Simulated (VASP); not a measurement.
# Mo (Im-3m) in VASP: further runs

Aim: see how the results for Mo move with the level of theory and the settings. Levels: PBEsol, PBE. Tasks: single point, relaxation of cell and atoms.

Program: VASP 6.6.1. These are calculated values, not measurements. Logs are shortened: lines on timing, memory, paths and dates and some standing lists are left out, and cuts for length are marked.

### 1 The cell of the first run

It takes space group Im-3m (No. 229, cubic). The conventional cell has a = 3.129 Å, b = 3.129 Å, c = 3.129 Å, α = 90.00°, β = 90.00°, γ = 90.00°. Mo (site symmetry m-3m) has 14 Mo at 2.71 to 3.13 Å within 3.6 Å.

### 2 Single point, PBEsol

Input file INCAR:

```
PREC = Accurate
ENCUT = 520
EDIFF = 1E-7
ISMEAR = 1
SIGMA = 0.1
LREAL = F
LASPH = T
NELM = 80
ALGO = Normal
ISIF = 2
LWAVE = F
LCHARG = T
GGA = PS
LELF = T
LVHAR = T
NBANDS = 13
```

Input file KPOINTS:

```
regular mesh
0
Gamma
  24 24 24
```

Input file POSCAR:

```
Mo
1.0
   -1.5647277117      1.5647277117      1.5647277117
    1.5647277117     -1.5647277117      1.5647277117
    1.5647277117      1.5647277117     -1.5647277117
Mo
1
Direct
    0.0000000000      0.0000000000      0.0000000000
```

Potentials or basis: VASP PAW PBE potentials, release 64 (Mo_sv).

Run with:

```
> cat potpaw_PBE.64/Mo_sv/POTCAR > POTCAR
> mpirun -np 1 vasp_std > vasp.out
```

OUTCAR:

```text
PREC = Accurate
   ENCUT = 520
   EDIFF = 1E-7
   ISMEAR = 1
   LREAL = F
   LASPH = T
   NELM = 80
   ISIF = 2
   GGA = PS

 ion  position               nearest neighbor table
   1  0.000  0.000  0.000-

  LATTYP: Found a body centered cubic cell.
 ALAT       =     3.1294554234

  Lattice vectors:

 A1 = (  -1.5647277117,   1.5647277117,   1.5647277117)
 A2 = (   1.5647277117,  -1.5647277117,   1.5647277117)
 A3 = (   1.5647277117,   1.5647277117,  -1.5647277117)

Analysis of symmetry for initial positions (statically):
=====================================================================
 Subroutine PRICEL returns:
 Original cell was already a primitive cell.

 Routine SETGRP: Setting up the symmetry group for a
 body centered cubic supercell.

 Subroutine GETGRP returns: Found 48 space group operations
 (whereof 48 operations were pure point group operations)
 out of a pool of 48 trial point group operations.

The static configuration has the point symmetry O_h .

Analysis of symmetry for dynamics (positions and initial velocities):
=====================================================================
 Subroutine PRICEL returns:
 Original cell was already a primitive cell.

 Routine SETGRP: Setting up the symmetry group for a
 body centered cubic supercell.

 Subroutine GETGRP returns: Found 48 space group operations
 (whereof 48 operations were pure point group operations)
 out of a pool of 48 trial point group operations.

The dynamic configuration has the point symmetry O_h .

 Subroutine INISYM returns: Found 48 space group operations
 (whereof 48 operations are pure point group operations),
 and found     1 'primitive' translations

----------------------------------------------------------------------------------------

                                     Primitive cell

  volume of cell :      15.3241

  direct lattice vectors                    reciprocal lattice vectors
    -1.564727712  1.564727712  1.564727712     0.000000000  0.319544414  0.319544414
     1.564727712 -1.564727712  1.564727712     0.319544414  0.000000000  0.319544414
     1.564727712  1.564727712 -1.564727712     0.319544414  0.319544414  0.000000000

  length of vectors
     2.710187897  2.710187897  2.710187897     0.451904044  0.451904044  0.451904044

  position of ions in fractional coordinates (direct lattice)
     0.000000000  0.000000000  0.000000000

  ion indices of the primitive-cell ions
   primitive index   ion index
[... 74 lines left out ...]
   LREAL  =      F    real-space projection
   EDIFFG = 0.1E-05   stopping-criterion for IOM
   NSW    =      0    number of steps for IOM
   IBRION =     -1    ionic relax: 0-MD 1-quasi-New 2-CG
   NFREE  =      0    steps in history (QN), initial steepest desc. (CG)
   ISIF   =      2    stress and relaxation
   ISYM   =      2    0-nonsym 1-usesym 2-fastsym
   POTIM  = 0.5000    time-step for ionic-motion
   TEBEG  =    0.0;   TEEND  =   0.0 temperature during run
   PSTRESS=    0.0 pullay stress
   NELECT =      14.0000    total number of electrons
   NUPDOWN=      -1.0000    fix difference up-down
   EMIN   =  10.00;   EMAX   =-10.00  energy-range for DOS
   EFERMI =   0.00;   METHOD = LEGACY
   ISMEAR =     1;   SIGMA  =   0.10  broadening in eV -4-tet -1-fermi 0-gaus
   EFERMI_NEDOS =   21; number of points for ismear=-14 and -15
   IALGO  =     38    algorithm
   IMIX   =      4    mixing-type and parameters
     AMIX     =   0.40;   BMIX     =  1.00
     AMIX_MAG =   1.60;   BMIX_MAG =  1.00
  volume/ion in A,a.u.               =      15.32       103.41
  Fermi-wavevector in a.u.,A,eV,Ry     =   1.588518  3.001863 34.332787  2.523389
  Thomas-Fermi vector in A             =   2.687509
   LORBIT       =      0    0 simple, 1 ext, 2 COOP (PROOUT), +10 PAW based schemes
   GGA     = PS    functional components
   LHFCALC =     F    Hartree Fock is set to
   AEXX    =    0.0000 exact exchange contribution
   IVDW    =     0    specifies the selected vdW correction
   LEPSILON=     F    determine dielectric tensor
   LRPA    =     F    only Hartree local field effects (RPA)
 non-spin polarized calculation
 Methfessel and Paxton  Order N= 1 SIGMA  =   0.10
  energy-cutoff  :      520.00
  volume of cell :       15.32
 maximum number of plane-waves:       428
   NGX =  9   NGY =  9   NGZ =  9

 number of electron      13.9999998 magnetization

 Free energy of the ion-electron system (eV)
  ---------------------------------------------------
  ext. energy  EPLUGINS =         0.00000000
  ---------------------------------------------------
  free energy    TOTEN  =       -11.77766132 eV

  energy without entropy =      -11.77745480  energy(sigma->0) =      -11.77759248

 E-fermi :  12.8416     XC(G=0): -13.6414

 val. band max:       12.8415738514   @ k =  -0.2917   0.3750   0.1667
 cond. band min:      12.8433275288   @ k =  -0.2500   0.3750   0.1250
 fundamental gap:      0.0017536773
 Fermi energy:        12.8415901694

 k-point     1 :       0.0000    0.0000    0.0000
  band No.  band energies     occupation
      1     -48.4108      2.00000
      2     -21.6504      2.00000
      3     -21.6504      2.00000
      4     -21.6504      2.00000
      5       5.4368      2.00000
      6      11.3803      2.00000
      7      11.3803      2.00000
      8      11.3803      2.00000
      9      14.4704     -0.00000
     10      14.4704     -0.00000
     11      27.6242      0.00000
     12      27.6242      0.00000
     13      27.6242      0.00000
[... 354 lines left out ...]
  band No.  band energies     occupation
      1     -48.1216      2.00000
      2     -23.1384      2.00000
      3     -22.1326      2.00000
      4     -21.6749      2.00000
      5       7.3755      2.00000
      6       9.3033      2.00000
      7      14.0349     -0.00000
      8      14.5131     -0.00000
      9      15.3857      0.00000
     10      17.8061      0.00000
     11      24.7093      0.00000
     12      24.9166      0.00000
     13      30.2840      0.00000

 [... further k-points ...]
[... 5 lines left out ...]
  --------------------------------------------------------------------------------------
  -------------------------------------------------------------------------------------
  Total        0.0537914      0.0537914      0.0537914      0.0000000      0.0000000      0.0000000
  in kB        5.6240220      5.6240220      5.6240220      0.0000000      0.0000000      0.0000000
  external PRESSURE =       5.6240220 kB  Pullay stress =       0.0000000 kB

 VOLUME and BASIS-vectors are now :
 -----------------------------------------------------------------------------
  energy-cutoff  :      520.00
  volume of cell :       15.32
      direct lattice vectors                 reciprocal lattice vectors
    -1.564727712  1.564727712  1.564727712     0.000000000  0.319544414  0.319544414
     1.564727712 -1.564727712  1.564727712     0.319544414  0.000000000  0.319544414
     1.564727712  1.564727712 -1.564727712     0.319544414  0.319544414  0.000000000

 POSITION                                       TOTAL-FORCE (eV/Angst)
 -----------------------------------------------------------------------------------
      0.00000      0.00000      0.00000         0.000000      0.000000      0.000000
 -----------------------------------------------------------------------------------
    total drift:                                0.000000     -0.000000      0.000000

  FREE ENERGIE OF THE ION-ELECTRON SYSTEM (eV)
  ---------------------------------------------------
  free  energy   TOTEN  =       -11.7776613155 eV

  energy  without entropy=      -11.7774547951  energy(sigma->0) =      -11.77759248
```

OSZICAR:

```text
N       E                     dE             d eps       ncg     rms          rms(c)
DAV:   1     0.916889139928E+02    0.91689E+02   -0.80318E+03 10831   0.111E+03
DAV:   2    -0.114028045719E+02   -0.10309E+03   -0.99257E+02 12363   0.311E+02
DAV:   3    -0.125306111434E+02   -0.11278E+01   -0.11256E+01 11973   0.326E+01
DAV:   4    -0.125330856255E+02   -0.24745E-02   -0.24745E-02 12048   0.186E+00
DAV:   5    -0.125331013376E+02   -0.15712E-04   -0.15713E-04 12188   0.131E-01    0.166E+01
DAV:   6    -0.118798669057E+02    0.65323E+00   -0.77145E-01 11028   0.108E+01    0.454E+00
DAV:   7    -0.117833151019E+02    0.96552E-01   -0.15739E-01 11948   0.462E+00    0.965E-01
DAV:   8    -0.117777360013E+02    0.55791E-02   -0.44219E-03 11073   0.850E-01    0.187E-01
DAV:   9    -0.117776562307E+02    0.79771E-04   -0.13959E-04 12593   0.144E-01    0.737E-02
DAV:  10    -0.117776611292E+02   -0.48986E-05   -0.12143E-05 11178   0.417E-02    0.328E-03
DAV:  11    -0.117776613899E+02   -0.26069E-06   -0.11432E-07  9326   0.372E-03    0.992E-04
DAV:  12    -0.117776613155E+02    0.74365E-07   -0.88386E-09  5709   0.118E-03
   1 F= -.11777661E+02 E0= -.11777592E+02  d E =-.206520E-03
```

Wall time 85 s (1 thread of Intel Xeon 8259CL, shared host); peak memory 0.19 GiB.

Results:

```yaml
Free_energy: -11.7777 eV
Pressure: 0.6 GPa
Band_gap_on_the_k_mesh: zero (band 7 reaches 16.91 eV, above the bottom of band 8 at 11.38 eV)
```

Caveat: the PAW data sets were made with another functional, which shifts forces and pressure a little.

(Part 1 of 3 ends here.)
